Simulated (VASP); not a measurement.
# CaO (I4/mcm) in VASP: a series of runs

CaO is run at these levels: PBE; tasks: single point.

All numbers are computed with VASP 6.6.1; they aren't measurements. Logs are shortened: lines on timing, memory, paths and dates and some standing lists are left out, and cuts for length are marked.

## 1. The cell of the first run

Symmetry: I4/mcm, No. 140, tetragonal system. The conventional cell has a = 8.027 Å, b = 8.027 Å, c = 4.806 Å, α = 90.00°, β = 90.00°, γ = 90.00°. Ca (site symmetry m2m) has 5 O at 2.34 to 2.40 Å within 3.1 Å. O (site symmetry m2m) has 5 Ca at 2.34 to 2.40 Å within 3.1 Å.

## 2. Single point, PBE (19.35 Å³/atom)

The input, INCAR:

```
SYSTEM = CaO
PREC     = Accurate       ! precision mode
ENCUT    = 520            ! plane-wave cutoff, eV
EDIFF    = 1E-7           ! SCF threshold, eV
ISMEAR   = 0              ! smearing method
SIGMA    = 0.02           ! smearing width, eV
LREAL    = .False.        ! projectors in reciprocal space
LASPH    = .True.         ! aspherical terms in the spheres
NELM     = 60             ! most SCF steps
ALGO     = Normal         ! electronic algorithm
ISIF     = 2              ! what is computed and relaxed
LWAVE    = .False.        ! write WAVECAR
LCHARG   = .False.        ! write CHGCAR
GGA      = PE             ! functional
NBANDS   = 42             ! bands
```

The input, KPOINTS:

```
Automatic mesh
0
Gamma
  8 8 8
  0 0 0
```

The input, POSCAR:

```
CaO
1.0
   -4.0135674473      4.0135674473      2.4028806499
    4.0135674473     -4.0135674473      2.4028806499
    4.0135674473      4.0135674473     -2.4028806499
Ca O
4 4
Direct
    0.8526112187      0.3526112187      0.2052224375
    0.1473887813      0.6473887813      0.7947775625
    0.3526112187      0.1473887813      0.5000000000
    0.6473887813      0.8526112187      0.5000000000
    0.8536267616      0.6463732384      0.5000000000
    0.1463732384      0.3536267616      0.5000000000
    0.3536267616      0.8536267616      0.2072535231
    0.6463732384      0.1463732384      0.7927464769
```

Potentials or basis: VASP PAW PBE potentials, release 64 (Ca_sv, O).

The run is started by

```sh
$ cat potpaw_PBE.64/Ca_sv/POTCAR potpaw_PBE.64/O/POTCAR > POTCAR
$ mpirun -np 1 vasp_std > vasp.out
```

OUTCAR:

```text
SYSTEM = CaO
   PREC = Accurate
   ENCUT = 520
   EDIFF = 1E-7
   ISMEAR = 0
   LREAL = .False.
   LASPH = .True.
   NELM = 60
   ISIF = 2
   GGA = PE

 ion  position               nearest neighbor table
   1  0.853  0.353  0.205-   8 2.34   6 2.36   5 2.36   7 2.40   7 2.40
   2  0.147  0.647  0.795-   7 2.34   6 2.36   5 2.36   8 2.40   8 2.40
   3  0.353  0.147  0.500-   6 2.34   7 2.36   8 2.36   5 2.40   5 2.40
   4  0.647  0.853  0.500-   5 2.34   7 2.36   8 2.36   6 2.40   6 2.40
   5  0.854  0.646  0.500-   4 2.34   2 2.36   1 2.36   3 2.40   3 2.40
   6  0.146  0.354  0.500-   3 2.34   2 2.36   1 2.36   4 2.40   4 2.40
   7  0.354  0.854  0.207-   2 2.34   3 2.36   4 2.36   1 2.40   1 2.40
   8  0.646  0.146  0.793-   1 2.34   3 2.36   4 2.36   2 2.40   2 2.40

  LATTYP: Found a body centered tetragonal cell.
 ALAT       =     8.0271348946
 C/A-ratio  =     0.5986894904

  Lattice vectors:

 A1 = (  -4.0135674473,   4.0135674473,   2.4028806499)
 A2 = (   4.0135674473,  -4.0135674473,   2.4028806499)
 A3 = (   4.0135674473,   4.0135674473,  -2.4028806499)

Analysis of symmetry for initial positions (statically):
=====================================================================
 Subroutine PRICEL returns:
 Original cell was already a primitive cell.

 Routine SETGRP: Setting up the symmetry group for a
 body centered tetragonal supercell.

 Subroutine GETGRP returns: Found 16 space group operations
 (whereof  8 operations were pure point group operations)
 out of a pool of 16 trial point group operations.

The static configuration has the point symmetry C_4h.
 The point group associated with its full space group is D_4h.

Analysis of symmetry for dynamics (positions and initial velocities):
=====================================================================
 Subroutine PRICEL returns:
 Original cell was already a primitive cell.

 Routine SETGRP: Setting up the symmetry group for a
 body centered tetragonal supercell.

 Subroutine GETGRP returns: Found 16 space group operations
 (whereof  8 operations were pure point group operations)
 out of a pool of 16 trial point group operations.

The dynamic configuration has the point symmetry C_4h.
 The point group associated with its full space group is D_4h.

 Subroutine INISYM returns: Found 16 space group operations
 (whereof  8 operations are pure point group operations),
 and found     1 'primitive' translations

----------------------------------------------------------------------------------------

                                     Primitive cell

  volume of cell :     154.8294

  direct lattice vectors                    reciprocal lattice vectors
    -4.013567447  4.013567447  2.402880650     0.000000000  0.124577451  0.208083577
     4.013567447 -4.013567447  2.402880650     0.124577451  0.000000000  0.208083577
     4.013567447  4.013567447 -2.402880650     0.124577451  0.124577451  0.000000000

  length of vectors
     6.163706898  6.163706898  6.163706898     0.242524877  0.242524877  0.176179120

  position of ions in fractional coordinates (direct lattice)
     0.852611219  0.352611219  0.205222437
     0.147388781  0.647388781  0.794777563
     0.352611219  0.147388781  0.500000000
     0.647388781  0.852611219  0.500000000
     0.853626762  0.646373238  0.500000000
     0.146373238  0.353626762  0.500000000
     0.353626762  0.853626762  0.207253523
     0.646373238  0.146373238  0.792746477

  ion indices of the primitive-cell ions
   primitive index   ion index
                 1           1
                 2           2
                 3           3
                 4           4
                 5           5
                 6           6
                 7           7
                 8           8

----------------------------------------------------------------------------------------

 KPOINTS: Automatic mesh

Automatic generation of k-mesh.
 Grid dimensions read from file:
 generate k-points for:    8    8    8

 Generating k-lattice:

  Cartesian coordinates                     Fractional coordinates (reciprocal lattice)
     0.000000000  0.015572181  0.026010447     0.125000000  0.000000000  0.000000000
     0.015572181  0.000000000  0.026010447     0.000000000  0.125000000  0.000000000
     0.015572181  0.015572181  0.000000000     0.000000000  0.000000000  0.125000000

  Length of vectors
     0.030315610  0.030315610  0.022022390

  Shift w.r.t. Gamma in fractional coordinates (k-lattice)
     0.000000000  0.000000000  0.000000000

 Subroutine IBZKPT returns following result:
 ===========================================

 Found     59 irreducible k-points:

 Following reciprocal coordinates:
            Coordinates               Weight
  0.000000  0.000000  0.000000      1.000000
  0.125000  0.000000  0.000000      8.000000
  0.250000  0.000000  0.000000      8.000000
  0.375000  0.000000  0.000000      8.000000
  0.500000  0.000000  0.000000      4.000000
  0.125000  0.125000  0.000000      8.000000
[... 16 lines left out ...]
  0.250000  0.125000  0.125000     16.000000
  0.375000  0.125000  0.125000      8.000000
 [... further k-points ...]
   k-points           NKPTS =     59   k-points in BZ     NKDIM =     59   number of bands    NBANDS=     42
   number of dos      NEDOS =    301   number of ions     NIONS =      8
   total plane-waves  NPLWV = 110592
   dimension x,y,z NGX =    48 NGY =   48 NGZ =   48
   dimension x,y,z NGXF=    96 NGYF=   96 NGZF=   96
   ions per type =               4   4
   NGX,Y,Z   is equivalent  to a cutoff of  12.95, 12.95, 12.95 a.u.
   NGXF,Y,Z  is equivalent  to a cutoff of  25.89, 25.89, 25.89 a.u.
 SYSTEM =  CaO
   PREC   = accura    normal or accurate (medium, high low for compatibility)
   ISTART =      0    job   : 0-new  1-cont  2-samecut
   ICHARG =      2    charge: 1-file 2-atom 10-const
   ISPIN  =      1    spin polarized calculation?
   LNONCOLLINEAR =      F non collinear calculations
   LSORBIT =      F    spin-orbit coupling
   LASPH  =      T    aspherical Exc in radial PAW
   ENCUT  =  520.0 eV  38.22 Ry    6.18 a.u.  11.46 11.46 11.46*2*pi/ulx,y,z
   NELM   =     60;   NELMIN=  2; NELMDL= -5     # of ELM steps
   EDIFF  = 0.1E-06   stopping-criterion for ELM
   LREAL  =      F    real-space projection
   EDIFFG = 0.1E-05   stopping-criterion for IOM
   NSW    =      0    number of steps for IOM
   IBRION =     -1    ionic relax: 0-MD 1-quasi-New 2-CG
   NFREE  =      0    steps in history (QN), initial steepest desc. (CG)
   ISIF   =      2    stress and relaxation
   ISYM   =      2    0-nonsym 1-usesym 2-fastsym
   POTIM  = 0.5000    time-step for ionic-motion
   TEBEG  =    0.0;   TEEND  =   0.0 temperature during run
   PSTRESS=    0.0 pullay stress
   NELECT =      64.0000    total number of electrons
   NUPDOWN=      -1.0000    fix difference up-down
   EMIN   =  10.00;   EMAX   =-10.00  energy-range for DOS
   EFERMI =   0.00;   METHOD = LEGACY
   ISMEAR =     0;   SIGMA  =   0.02  broadening in eV -4-tet -1-fermi 0-gaus
   EFERMI_NEDOS =   21; number of points for ismear=-14 and -15
   IALGO  =     38    algorithm
   IMIX   =      4    mixing-type and parameters
     AMIX     =   0.40;   BMIX     =  1.00
     AMIX_MAG =   1.60;   BMIX_MAG =  1.00
  volume/ion in A,a.u.               =      19.35       130.61
  Fermi-wavevector in a.u.,A,eV,Ry     =   1.219505  2.304531 20.234494  1.487193
  Thomas-Fermi vector in A             =   2.354755
   LORBIT       =      0    0 simple, 1 ext, 2 COOP (PROOUT), +10 PAW based schemes
   GGA     = PE    functional components
   LHFCALC =     F    Hartree Fock is set to
   AEXX    =    0.0000 exact exchange contribution
   IVDW    =     0    specifies the selected vdW correction
   LEPSILON=     F    determine dielectric tensor
   LRPA    =     F    only Hartree local field effects (RPA)
 non-spin polarized calculation
 Gauss-broadening in eV      SIGMA  =   0.02
  energy-cutoff  :      520.00
  volume of cell :      154.83
 maximum number of plane-waves:      4197
 NGX is ok and might be reduce to    48
   NGX = 23   NGY = 23   NGZ = 23

 number of electron      64.0000008 magnetization

 Free energy of the ion-electron system (eV)
  ---------------------------------------------------
  ext. energy  EPLUGINS =         0.00000000
  ---------------------------------------------------
  free energy    TOTEN  =       -50.23976343 eV

  energy without entropy =      -50.23976343  energy(sigma->0) =      -50.23976343

 E-fermi :   0.8300     XC(G=0):  -8.4292

 val. band max:        0.6231341384   @ k =   0.0000   0.0000   0.0000
 cond. band min:       2.9636027220   @ k =   0.0000   0.0000   0.0000
 fundamental gap:      2.3404685836
 Fermi energy:         0.8300110718

 k-point     1 :       0.0000    0.0000    0.0000
  band No.  band energies     occupation
      1     -37.3018      2.00000
      2     -37.2251      2.00000
      3     -37.2051      2.00000
      4     -37.2051      2.00000
      5     -18.6940      2.00000
      6     -18.6083      2.00000
[... 34 lines left out ...]
     41       8.1004      0.00000
     42       8.1738      0.00000

 k-point     2 :       0.1250    0.0000    0.0000
  band No.  band energies     occupation
      1     -37.2965      2.00000
      2     -37.2271      2.00000
      3     -37.2072      2.00000
      4     -37.2057      2.00000
      5     -18.7690      2.00000
      6     -18.6760      2.00000
[... 34 lines left out ...]
     41       7.9323      0.00000
     42       7.9861      0.00000

 k-point     3 :       0.2500    0.0000    0.0000
  band No.  band energies     occupation
      1     -37.2822      2.00000
      2     -37.2308      2.00000
      3     -37.2126      2.00000
      4     -37.2097      2.00000
      5     -18.8776      2.00000
      6     -18.7892      2.00000
[... 897 lines left out ...]
      4     -37.2165      2.00000
      5     -18.9114      2.00000
      6     -18.8648      2.00000
[... 34 lines left out ...]
     41       7.4974      0.00000
     42       8.1948      0.00000

 k-point    24 :       0.3750    0.1250    0.1250
  band No.  band energies     occupation
      1     -37.2433      2.00000
      2     -37.2433      2.00000
      3     -37.2235      2.00000
      4     -37.2235      2.00000
      5     -18.9141      2.00000
      6     -18.9141      2.00000
[... 34 lines left out ...]
     41       8.0108      0.00000
     42       8.0111      0.00000

 [... further k-points ...]

------------------------ aborting loop because EDIFF is reached ----------------------------------------

  FORCE on cell =-STRESS in cart. coord.  units (eV):
  Direction    XX          YY          ZZ          XY          YZ          ZX
  --------------------------------------------------------------------------------------
  -------------------------------------------------------------------------------------
  Total       -1.6210439     -1.6210439     -1.5826654      0.0000000     -0.0000000      0.0000000
  in kB      -16.7745949    -16.7745949    -16.3774529      0.0000000     -0.0000000      0.0000000
  external PRESSURE =     -16.6422142 kB  Pullay stress =       0.0000000 kB

 VOLUME and BASIS-vectors are now :
 -----------------------------------------------------------------------------
  energy-cutoff  :      520.00
  volume of cell :      154.83
      direct lattice vectors                 reciprocal lattice vectors
    -4.013567447  4.013567447  2.402880650     0.000000000  0.124577451  0.208083577
     4.013567447 -4.013567447  2.402880650     0.124577451  0.000000000  0.208083577
     4.013567447  4.013567447 -2.402880650     0.124577451  0.124577451  0.000000000

 POSITION                                       TOTAL-FORCE (eV/Angst)
 -----------------------------------------------------------------------------------
     -1.18311      2.83046      2.40288        -0.009443     -0.009443     -0.000000
      5.19668      1.18311      0.00000         0.009443      0.009443      0.000000
      1.18311      2.83046      0.00000         0.009443     -0.009443     -0.000000
      2.83046      1.18311      2.40288        -0.009443      0.009443     -0.000000
      1.17496      2.83861      2.40288         0.005599     -0.005599     -0.000000
      2.83861      1.17496      0.00000        -0.005599      0.005599     -0.000000
      2.83861     -1.17496      2.40288        -0.005599     -0.005599     -0.000000
      1.17496      5.18853     -0.00000         0.005599      0.005599      0.000000
 -----------------------------------------------------------------------------------
    total drift:                                0.000000      0.000000     -0.000000

  FREE ENERGIE OF THE ION-ELECTRON SYSTEM (eV)
  ---------------------------------------------------
  free  energy   TOTEN  =       -50.2397634264 eV

  energy  without entropy=      -50.2397634264  energy(sigma->0) =      -50.23976343
```

Wall time 8.4 min (1 thread of Intel Xeon Platinum 8259CL at 2.50GHz (Skylake/Cascade Lake), shared host); peak memory 0.5 GiB.

Results:

| Item | Value |
| --- | --- |
| Free energy | -50.2398 eV |
| Pressure | -1.7 GPa |
| Largest force | 0.013 eV/Å |
| Band gap on the k mesh | 2.34 eV |

Forces on the atoms (eV/Å):
```
Ca  -0.009 -0.009  0.000
Ca   0.009  0.009  0.000
Ca   0.009 -0.009  0.000
Ca  -0.009  0.009  0.000
O    0.006 -0.006  0.000
O   -0.006  0.006  0.000
O   -0.006 -0.006  0.000
O    0.006  0.006  0.000
```

A k mesh can miss the band edges.

## 3. Single point, PBE (19.92 Å³/atom)

This run uses another cell than the first one, of 19.92 Å³/atom.

The input, INCAR:

```
SYSTEM = CaO
PREC = Accurate
ENCUT = 520
EDIFF = 1E-7
ISMEAR = 0
SIGMA = 0.02
LREAL = .False.
LASPH = .True.
NELM = 100
ALGO = Normal
ISIF = 2
LWAVE = .False.
LCHARG = .False.
GGA = PE
NBANDS = 42
```

The input, KPOINTS:

```
regular mesh
0
Gamma
  8 8 8
  0 0 0
```

The input, POSCAR:

```
CaO
1.0
   -4.0594237556      4.0594237556      2.4173147063
    4.0594237556     -4.0594237556      2.4173147063
    4.0594237556      4.0594237556     -2.4173147063
Ca O
4 4
Direct
    0.8530006057      0.3530006057      0.2060012115
    0.1469993943      0.6469993943      0.7939987885
    0.3530006057      0.1469993943      0.5000000000
    0.6469993943      0.8530006057      0.5000000000
    0.8539570402      0.6460429598      0.5000000000
    0.1460429598      0.3539570402      0.5000000000
    0.3539570402      0.8539570402      0.2079140804
    0.6460429598      0.1460429598      0.7920859196
```

Potentials or basis: VASP PAW PBE potentials, release 64 (Ca_sv, O).

The run is started by

```sh
$ cat potpaw_PBE.64/Ca_sv/POTCAR potpaw_PBE.64/O/POTCAR > POTCAR
$ mpirun -np 1 vasp_std > vasp.out
```

OUTCAR:

```text
SYSTEM = CaO
   PREC = Accurate
   ENCUT = 520
   EDIFF = 1E-7
   ISMEAR = 0
   LREAL = .False.
   LASPH = .True.
   NELM = 100
   ISIF = 2
   GGA = PE

 ion  position               nearest neighbor table
   1  0.853  0.353  0.206-   8 2.38   6 2.38   5 2.38   7 2.42   7 2.42
   2  0.147  0.647  0.794-   7 2.38   6 2.38   5 2.38   8 2.42   8 2.42
   3  0.353  0.147  0.500-   6 2.38   7 2.38   8 2.38   5 2.42   5 2.42
   4  0.647  0.853  0.500-   5 2.38   7 2.38   8 2.38   6 2.42   6 2.42
   5  0.854  0.646  0.500-   4 2.38   2 2.38   1 2.38   3 2.42   3 2.42
   6  0.146  0.354  0.500-   3 2.38   2 2.38   1 2.38   4 2.42   4 2.42
   7  0.354  0.854  0.208-   2 2.38   3 2.38   4 2.38   1 2.42   1 2.42
   8  0.646  0.146  0.792-   1 2.38   3 2.38   4 2.38   2 2.42   2 2.42

  LATTYP: Found a body centered tetragonal cell.
 ALAT       =     8.1188475112
 C/A-ratio  =     0.5954822290

  Lattice vectors:

 A1 = (  -4.0594237556,   4.0594237556,   2.4173147063)
 A2 = (   4.0594237556,  -4.0594237556,   2.4173147063)
 A3 = (   4.0594237556,   4.0594237556,  -2.4173147063)

Analysis of symmetry for initial positions (statically):
[... 198 lines left out ...]
      2     -37.4705      2.00000
      3     -37.4537      2.00000
      4     -37.4537      2.00000
      5     -18.8658      2.00000
      6     -18.8130      2.00000
[... 1069 lines left out ...]
     41       7.7492      0.00000
     42       7.7514      0.00000

 [... further k-points ...]

------------------------ aborting loop because EDIFF is reached ----------------------------------------

  FORCE on cell =-STRESS in cart. coord.  units (eV):
  Direction    XX          YY          ZZ          XY          YZ          ZX
  --------------------------------------------------------------------------------------
  -------------------------------------------------------------------------------------
  Total       -3.4339289     -3.4339289     -3.3639197      0.0000000     -0.0000000      0.0000000
  in kB      -34.5286752    -34.5286752    -33.8247225      0.0000000     -0.0000000      0.0000000
  external PRESSURE =     -34.2940243 kB  Pullay stress =       0.0000000 kB

 VOLUME and BASIS-vectors are now :
 -----------------------------------------------------------------------------
  energy-cutoff  :      520.00
  volume of cell :      159.34
      direct lattice vectors                 reciprocal lattice vectors
    -4.059423756  4.059423756  2.417314706     0.000000000  0.123170191  0.206841086
     4.059423756 -4.059423756  2.417314706     0.123170191  0.000000000  0.206841086
     4.059423756  4.059423756 -2.417314706     0.123170191  0.123170191  0.000000000

 POSITION                                       TOTAL-FORCE (eV/Angst)
 -----------------------------------------------------------------------------------
     -1.19347      2.86596      2.41731        -0.009053     -0.009053     -0.000000
      5.25289      1.19347      0.00000         0.009053      0.009053      0.000000
      1.19347      2.86596      0.00000         0.009053     -0.009053      0.000000
      2.86596      1.19347      2.41731        -0.009053      0.009053      0.000000
      1.18570      2.87372      2.41731         0.006160     -0.006160      0.000000
      2.87372      1.18570      0.00000        -0.006160      0.006160     -0.000000
      2.87372     -1.18570      2.41731        -0.006160     -0.006160     -0.000000
      1.18570      5.24512      0.00000         0.006160      0.006160      0.000000
 -----------------------------------------------------------------------------------
    total drift:                               -0.000000      0.000000     -0.000000

  FREE ENERGIE OF THE ION-ELECTRON SYSTEM (eV)
  ---------------------------------------------------
  free  energy   TOTEN  =       -50.1702380323 eV

  energy  without entropy=      -50.1702380323  energy(sigma->0) =      -50.17023803
```

stdout:

```text
POSCAR found type information on POSCAR CaO
 POSCAR found :  2 types and       8 ions
 scaLAPACK will be used
 LDA part: xc-table for (Slater+PW92), standard interpolation
 POSCAR, INCAR and KPOINTS ok, starting setup
 FFT: planning ... GRIDC
 FFT: planning ... GRID_SOFT
 FFT: planning ... GRID
 WAVECAR not read
 entering main loop
```

It took 9.3 min on 1 thread of Intel Xeon Platinum 8259CL at 2.50GHz (Skylake/Cascade Lake), shared host; peak memory 0.51 GiB.

What came out:

* Free energy: -50.1702 eV
* Pressure: -3.4 GPa
* Largest force: 0.013 eV/Å
* Band gap on the k mesh: 2.32 eV

Forces in eV/Å, atoms in the order of the input:
```
Ca  -0.009 -0.009  0.000
Ca   0.009  0.009  0.000
Ca   0.009 -0.009  0.000
Ca  -0.009  0.009  0.000
O    0.006 -0.006  0.000
O   -0.006  0.006  0.000
O   -0.006 -0.006  0.000
O    0.006  0.006  0.000
```

Caveat: the cell stands under tension. A k mesh can miss the band edges.
